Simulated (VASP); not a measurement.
# Al2Cu in VASP: notebook

Al2Cu is run at these levels: PBE; tasks: single point.

Program: VASP 6.6.1. These are calculated values, not measurements. Logs are shortened: lines on timing, memory, paths and dates and some standing lists are left out, and cuts for length are marked.

**1. The cell of the first run**

It takes space group Fm-3m (No. 225, cubic). The conventional cell has a = 5.783 Å, b = 5.783 Å, c = 5.783 Å, α = 90.00°, β = 90.00°, γ = 90.00°. Al (site symmetry -43m) has 4 Cu at 2.50 Å and 6 Al at 2.89 Å within 3.3 Å. Within 3.3 Å of Cu (site symmetry m-3m) lie 8 Al at 2.50 Å.

The cell was built from a structure type or drawn by symmetry, and may not be a known phase.

**2. Single point, PBE**

File INCAR:

```
  PREC = Accurate
  ENCUT = 520
  EDIFF = 1E-6
  ISMEAR = 0
  SIGMA = 0.1
  LREAL = False
  LASPH = True
  NELM = 80
  ALGO = Normal
  ISIF = 2
  LWAVE = False
  LCHARG = False
  GGA = PE
  NBANDS = 16
```

File KPOINTS:

```
Automatic mesh
0
Gamma
  12 12 12
```

File POSCAR:

```
Al2Cu
1.0
   -2.0446242408      2.0446242408      2.8915863152
    2.0446242408     -2.0446242408      2.8915863152
    2.0446242408      2.0446242408     -2.8915863152
Al Cu
2 1
Direct
    0.2500000000      0.7500000000      0.5000000000
    0.7500000000      0.2500000000      0.5000000000
    0.5000000000      0.5000000000      0.0000000000
```

Potentials or basis: VASP PAW PBE potentials, release 64 (Al, Cu).

Run with:

```sh
$ cat potpaw_PBE.64/Al/POTCAR potpaw_PBE.64/Cu/POTCAR > POTCAR
$ mpirun -np 1 vasp_std > vasp.out
```

OUTCAR:

```text
PREC = Accurate
   ENCUT = 520
   EDIFF = 1E-6
   ISMEAR = 0
   LREAL = False
   LASPH = True
   NELM = 80
   ISIF = 2
   GGA = PE

 ion  position               nearest neighbor table
   1  0.250  0.750  0.500-   3 2.50   3 2.50   3 2.50   3 2.50   2 2.89   2 2.89   2 2.89   2 2.89
                             2 2.89   2 2.89
   2  0.750  0.250  0.500-   3 2.50   3 2.50   3 2.50   3 2.50   1 2.89   1 2.89   1 2.89   1 2.89
                             1 2.89   1 2.89
   3  0.500  0.500  0.000-   1 2.50   2 2.50   1 2.50   2 2.50   1 2.50   2 2.50   1 2.50   2 2.50

  LATTYP: Found a body centered tetragonal cell.
 ALAT       =     4.0892484816
 C/A-ratio  =     1.4142384980

  Lattice vectors:

 A1 = (  -2.0446242408,   2.0446242408,   2.8915863152)
 A2 = (   2.0446242408,  -2.0446242408,   2.8915863152)
 A3 = (   2.0446242408,   2.0446242408,  -2.8915863152)

Analysis of symmetry for initial positions (statically):
=====================================================================
 Subroutine PRICEL returns:
 Original cell was already a primitive cell.

 Routine SETGRP: Setting up the symmetry group for a
 body centered tetragonal supercell.

 Subroutine GETGRP returns: Found 16 space group operations
 (whereof 16 operations were pure point group operations)
 out of a pool of 16 trial point group operations.

The static configuration has the point symmetry D_4h.

Analysis of symmetry for dynamics (positions and initial velocities):
=====================================================================
 Subroutine PRICEL returns:
 Original cell was already a primitive cell.

 Routine SETGRP: Setting up the symmetry group for a
 body centered tetragonal supercell.

 Subroutine GETGRP returns: Found 16 space group operations
 (whereof 16 operations were pure point group operations)
 out of a pool of 16 trial point group operations.

The dynamic configuration has the point symmetry D_4h.

 Subroutine INISYM returns: Found 16 space group operations
 (whereof 16 operations are pure point group operations),
 and found     1 'primitive' translations

----------------------------------------------------------------------------------------

                                     Primitive cell

  volume of cell :      48.3530

  direct lattice vectors                    reciprocal lattice vectors
    -2.044624241  2.044624241  2.891586315     0.000000000  0.244543711  0.172915468
     2.044624241 -2.044624241  2.891586315     0.244543711  0.000000000  0.172915468
     2.044624241  2.044624241 -2.891586315     0.244543711  0.244543711  0.000000000

  length of vectors
     4.089284533  4.089284533  4.089284533     0.299501896  0.299501896  0.345837033

  position of ions in fractional coordinates (direct lattice)
     0.250000000  0.750000000  0.500000000
     0.750000000  0.250000000  0.500000000
     0.500000000  0.500000000  0.000000000

  ion indices of the primitive-cell ions
   primitive index   ion index
                 1           1
                 2           2
                 3           3

----------------------------------------------------------------------------------------

 KPOINTS: Automatic mesh

Automatic generation of k-mesh.
 Grid dimensions read from file:
 generate k-points for:   12   12   12

 Generating k-lattice:

  Cartesian coordinates                     Fractional coordinates (reciprocal lattice)
     0.000000000  0.020378643  0.014409622     0.083333333  0.000000000  0.000000000
     0.020378643  0.000000000  0.014409622     0.000000000  0.083333333  0.000000000
     0.020378643  0.020378643  0.000000000     0.000000000  0.000000000  0.083333333

  Length of vectors
     0.024958491  0.024958491  0.028819753

  Shift w.r.t. Gamma in fractional coordinates (k-lattice)
     0.000000000  0.000000000  0.000000000

 Subroutine IBZKPT returns following result:
 ===========================================

 Found    163 irreducible k-points:

 Following reciprocal coordinates:
            Coordinates               Weight
  0.000000  0.000000  0.000000      1.000000
  0.083333 -0.000000  0.000000      8.000000
  0.166667  0.000000  0.000000      8.000000
  0.250000  0.000000  0.000000      8.000000
  0.333333  0.000000  0.000000      8.000000
  0.416667 -0.000000  0.000000      8.000000
[... 16 lines left out ...]
  0.500000  0.166667  0.000000     16.000000
 -0.416667  0.166667 -0.000000     16.000000
 [... further k-points ...]
   k-points           NKPTS =    163   k-points in BZ     NKDIM =    163   number of bands    NBANDS=     16
   number of dos      NEDOS =    301   number of ions     NIONS =      3
   total plane-waves  NPLWV =  27000
   dimension x,y,z NGX =    30 NGY =   30 NGZ =   30
   dimension x,y,z NGXF=    60 NGYF=   60 NGZF=   60
   ions per type =               2   1
   NGX,Y,Z   is equivalent  to a cutoff of  12.20, 12.20, 12.20 a.u.
   NGXF,Y,Z  is equivalent  to a cutoff of  24.39, 24.39, 24.39 a.u.
 SYSTEM =  unknown system
   PREC   = accura    normal or accurate (medium, high low for compatibility)
   ISTART =      0    job   : 0-new  1-cont  2-samecut
   ICHARG =      2    charge: 1-file 2-atom 10-const
   ISPIN  =      1    spin polarized calculation?
   LNONCOLLINEAR =      F non collinear calculations
   LSORBIT =      F    spin-orbit coupling
   LASPH  =      T    aspherical Exc in radial PAW
   ENCUT  =  520.0 eV  38.22 Ry    6.18 a.u.   7.60  7.60  7.60*2*pi/ulx,y,z
   NELM   =     80;   NELMIN=  2; NELMDL= -5     # of ELM steps
   EDIFF  = 0.1E-05   stopping-criterion for ELM
   LREAL  =      F    real-space projection
   EDIFFG = 0.1E-04   stopping-criterion for IOM
   NSW    =      0    number of steps for IOM
   IBRION =     -1    ionic relax: 0-MD 1-quasi-New 2-CG
   NFREE  =      0    steps in history (QN), initial steepest desc. (CG)
   ISIF   =      2    stress and relaxation
   ISYM   =      2    0-nonsym 1-usesym 2-fastsym
   POTIM  = 0.5000    time-step for ionic-motion
   TEBEG  =    0.0;   TEEND  =   0.0 temperature during run
   PSTRESS=    0.0 pullay stress
   NELECT =      17.0000    total number of electrons
   NUPDOWN=      -1.0000    fix difference up-down
   EMIN   =  10.00;   EMAX   =-10.00  energy-range for DOS
   EFERMI =   0.00;   METHOD = LEGACY
   ISMEAR =     0;   SIGMA  =   0.10  broadening in eV -4-tet -1-fermi 0-gaus
   EFERMI_NEDOS =   21; number of points for ismear=-14 and -15
   IALGO  =     38    algorithm
   IMIX   =      4    mixing-type and parameters
     AMIX     =   0.40;   BMIX     =  1.00
     AMIX_MAG =   1.60;   BMIX_MAG =  1.00
  volume/ion in A,a.u.               =      16.12       108.77
  Fermi-wavevector in a.u.,A,eV,Ry     =   1.155447  2.183478 18.164568  1.335058
  Thomas-Fermi vector in A             =   2.292076
   LORBIT       =      0    0 simple, 1 ext, 2 COOP (PROOUT), +10 PAW based schemes
   GGA     = PE    functional components
   LHFCALC =     F    Hartree Fock is set to
   AEXX    =    0.0000 exact exchange contribution
   IVDW    =     0    specifies the selected vdW correction
   LEPSILON=     F    determine dielectric tensor
   LRPA    =     F    only Hartree local field effects (RPA)
 non-spin polarized calculation
 Gauss-broadening in eV      SIGMA  =   0.10
  energy-cutoff  :      520.00
  volume of cell :       48.35
 maximum number of plane-waves:      1319
   NGX = 15   NGY = 15   NGZ = 15

 number of electron      16.9999990 magnetization

 Free energy of the ion-electron system (eV)
  ---------------------------------------------------
  ext. energy  EPLUGINS =         0.00000000
  ---------------------------------------------------
  free energy    TOTEN  =       -11.74777642 eV

  energy without entropy =      -11.74213186  energy(sigma->0) =      -11.74495414

 E-fermi :   6.8720     XC(G=0): -10.4056

 val. band max:        6.8605733398   @ k =  -0.1667   0.4167   0.0833
 cond. band min:       6.8720679214   @ k =  -0.2500   0.1667   0.0000
 fundamental gap:      0.0114945816
 Fermi energy:         6.8719566104

 k-point     1 :       0.0000    0.0000    0.0000
  band No.  band energies     occupation
      1      -3.2211      2.00000
      2       2.3987      2.00000
      3       2.3987      2.00000
      4       2.3987      2.00000
      5       2.9471      2.00000
      6       2.9471      2.00000
[... 8 lines left out ...]
     15      13.7873      0.00000
     16      13.7873      0.00000

 k-point     2 :       0.0833   -0.0000    0.0000
  band No.  band energies     occupation
      1      -3.1290      2.00000
      2       2.3676      2.00000
      3       2.4130      2.00000
      4       2.4130      2.00000
      5       2.9434      2.00000
      6       2.9434      2.00000
[... 8 lines left out ...]
     15      12.9370      0.00000
     16      13.5628      0.00000

 k-point     3 :       0.1667    0.0000    0.0000
  band No.  band energies     occupation
      1      -2.8541      2.00000
      2       2.2715      2.00000
      3       2.4502      2.00000
      4       2.4502      2.00000
      5       2.9372      2.00000
      6       2.9372      2.00000
[... 8 lines left out ...]
     15      12.8116      0.00000
     16      13.4149      0.00000

 k-point     4 :       0.2500    0.0000    0.0000
  band No.  band energies     occupation
      1      -2.4015      2.00000
      2       2.0874      2.00000
      3       2.4940      2.00000
      4       2.4940      2.00000
      5       2.9404      2.00000
      6       2.9404      2.00000
[... 8 lines left out ...]
     15      13.0995      0.00000
     16      14.5188      0.00000
[... 324 lines left out ...]
 k-point    22 :       0.4167    0.1667    0.0000
  band No.  band energies     occupation
      1      -0.2514      2.00000
      2       0.7625      2.00000
      3       2.4588      2.00000
      4       2.6259      2.00000
      5       2.9088      2.00000
      6       2.9699      2.00000
[... 8 lines left out ...]
     15      15.2770      0.00000
     16      16.1873      0.00000

 k-point    23 :       0.5000    0.1667    0.0000
  band No.  band energies     occupation
      1      -0.4677      2.00000
      2       0.9762      2.00000
      3       2.4824      2.00000
      4       2.6157      2.00000
      5       2.9914      2.00000
      6       3.0143      2.00000
[... 8 lines left out ...]
     15      16.6765      0.00000
     16      17.7116      0.00000

 k-point    24 :      -0.4167    0.1667   -0.0000
  band No.  band energies     occupation
      1      -1.2263      2.00000
      2       1.6320      2.00000
      3       2.5143      2.00000
      4       2.5970      2.00000
      5       2.9009      2.00000
      6       3.0269      2.00000
[... 8 lines left out ...]
     15      16.5843      0.00000
     16      17.6909      0.00000

 [... further k-points ...]
[... 5 lines left out ...]
  --------------------------------------------------------------------------------------
  -------------------------------------------------------------------------------------
  Total        0.0245953      0.0245953      0.0241769      0.0000000     -0.0000000     -0.0000000
  in kB        0.8149669      0.8149669      0.8011016      0.0000000     -0.0000000     -0.0000000
  external PRESSURE =       0.8103451 kB  Pullay stress =       0.0000000 kB

 VOLUME and BASIS-vectors are now :
 -----------------------------------------------------------------------------
  energy-cutoff  :      520.00
  volume of cell :       48.35
      direct lattice vectors                 reciprocal lattice vectors
    -2.044624241  2.044624241  2.891586315     0.000000000  0.244543711  0.172915468
     2.044624241 -2.044624241  2.891586315     0.244543711  0.000000000  0.172915468
     2.044624241  2.044624241 -2.891586315     0.244543711  0.244543711  0.000000000

 POSITION                                       TOTAL-FORCE (eV/Angst)
 -----------------------------------------------------------------------------------
      2.04462      0.00000      1.44579         0.000000     -0.000000      0.000000
      0.00000      2.04462      1.44579        -0.000000      0.000000     -0.000000
      0.00000      0.00000      2.89159         0.000000     -0.000000     -0.000000
 -----------------------------------------------------------------------------------
    total drift:                                0.000000     -0.000000      0.000000

  FREE ENERGIE OF THE ION-ELECTRON SYSTEM (eV)
  ---------------------------------------------------
  free  energy   TOTEN  =       -11.7477764235 eV

  energy  without entropy=      -11.7421318580  energy(sigma->0) =      -11.74495414
```

It took 2 min on 1 thread of Intel Xeon Platinum 8488C (Sapphire Rapids), shared host; peak memory 0.26 GiB.

What came out:

```yaml
Free_energy: -11.7478 eV
Pressure: 0.1 GPa
Band_gap_on_the_k_mesh: zero (an odd number of electrons rules out a gap without spin polarisation)
```

**3. Single point, PBE (16.60 Å³/atom)**

This run uses another cell than the first one, of 16.60 Å³/atom.

File INCAR:

```
SYSTEM = Al2Cu
ALGO = Normal
EDIFF = 1E-6
ENCUT = 520
GGA = PE
ISIF = 2
ISMEAR = 0
LASPH = .TRUE.
LCHARG = .FALSE.
LREAL = .FALSE.
LWAVE = .FALSE.
NBANDS = 16
NELM = 100
PREC = Accurate
SIGMA = 0.1
```

File KPOINTS:

```
k-points
0
G
  12 12 12
  0 0 0
```

File POSCAR:

```
Al2Cu
1.0
   -2.0648693618      2.0648693618      2.9202177447
    2.0648693618     -2.0648693618      2.9202177447
    2.0648693618      2.0648693618     -2.9202177447
Al Cu
2 1
Direct
    0.2500000000      0.7500000000      0.5000000000
    0.7500000000      0.2500000000      0.5000000000
    0.5000000000      0.5000000000      0.0000000000
```

Potentials or basis: VASP PAW PBE potentials, release 64 (Al, Cu).

Run with:

```sh
$ cat potpaw_PBE.64/Al/POTCAR potpaw_PBE.64/Cu/POTCAR > POTCAR
$ mpirun -np 1 vasp_std > vasp.out
```

OUTCAR:

```text
SYSTEM = Al2Cu
   EDIFF = 1E-6
   ENCUT = 520
   GGA = PE
   ISIF = 2
   ISMEAR = 0
   LASPH = .TRUE.
   LREAL = .FALSE.
   NELM = 100
   PREC = Accurate

 ion  position               nearest neighbor table
   1  0.250  0.750  0.500-   3 2.53   3 2.53   3 2.53   3 2.53   2 2.92   2 2.92   2 2.92   2 2.92
                             2 2.92   2 2.92
   2  0.750  0.250  0.500-   3 2.53   3 2.53   3 2.53   3 2.53   1 2.92   1 2.92   1 2.92   1 2.92
                             1 2.92   1 2.92
   3  0.500  0.500  0.000-   1 2.53   2 2.53   1 2.53   2 2.53   1 2.53   2 2.53   1 2.53   2 2.53

[... 647 lines left out ...]
     16      17.1500      0.00000

 [... further k-points ...]
[... 5 lines left out ...]
  --------------------------------------------------------------------------------------
  -------------------------------------------------------------------------------------
  Total       -0.7915921     -0.7915921     -0.7919803      0.0000000      0.0000000      0.0000000
  in kB      -25.4654683    -25.4654683    -25.4779545      0.0000000      0.0000000      0.0000000
  external PRESSURE =     -25.4696304 kB  Pullay stress =       0.0000000 kB

 VOLUME and BASIS-vectors are now :
 -----------------------------------------------------------------------------
  energy-cutoff  :      520.00
  volume of cell :       49.80
      direct lattice vectors                 reciprocal lattice vectors
    -2.064869362  2.064869362  2.920217745     0.000000000  0.242146070  0.171220109
     2.064869362 -2.064869362  2.920217745     0.242146070  0.000000000  0.171220109
     2.064869362  2.064869362 -2.920217745     0.242146070  0.242146070  0.000000000

 POSITION                                       TOTAL-FORCE (eV/Angst)
 -----------------------------------------------------------------------------------
      2.06487     -0.00000      1.46011        -0.000000      0.000000     -0.000000
     -0.00000      2.06487      1.46011         0.000000     -0.000000     -0.000000
      0.00000      0.00000      2.92022        -0.000000      0.000000      0.000000
 -----------------------------------------------------------------------------------
    total drift:                               -0.000000      0.000000     -0.000000

  FREE ENERGIE OF THE ION-ELECTRON SYSTEM (eV)
  ---------------------------------------------------
  free  energy   TOTEN  =       -11.7372597413 eV

  energy  without entropy=      -11.7315703565  energy(sigma->0) =      -11.73441505
```

Wall time 1.7 min (1 thread of Intel Xeon Platinum 8488C (Sapphire Rapids), shared host); peak memory 0.26 GiB.

What came out:

| Quantity | Value |
| --- | --- |
| Free energy | -11.7373 eV |
| Pressure | -2.5 GPa |
| Band gap on the k mesh | zero (an odd number of electrons rules out a gap without spin polarisation) |

Levels at points of the mesh, in eV from the Fermi level:
| k point | band 7 | band 8 | band 9 | band 10 | band 11 | band 12 |
| --- | --- | --- | --- | --- | --- | --- |
| (0.00, 0.00, 0.00) | 2.78 | 2.78 | 2.78 | 2.94 | 2.94 | 2.94 |
| (0.50, 0.00, 0.00) | -3.77 | 0.64 | 0.64 | 2.85 | 2.85 | 3.50 |
| (0.50, 0.50, 0.00) | -3.58 | -1.87 | -1.87 | 0.17 | 1.60 | 8.90 |
| (0.50, 0.50, 0.50) | -3.58 | -1.87 | -1.87 | 0.17 | 1.60 | 8.90 |

[end of part 1 of 2]
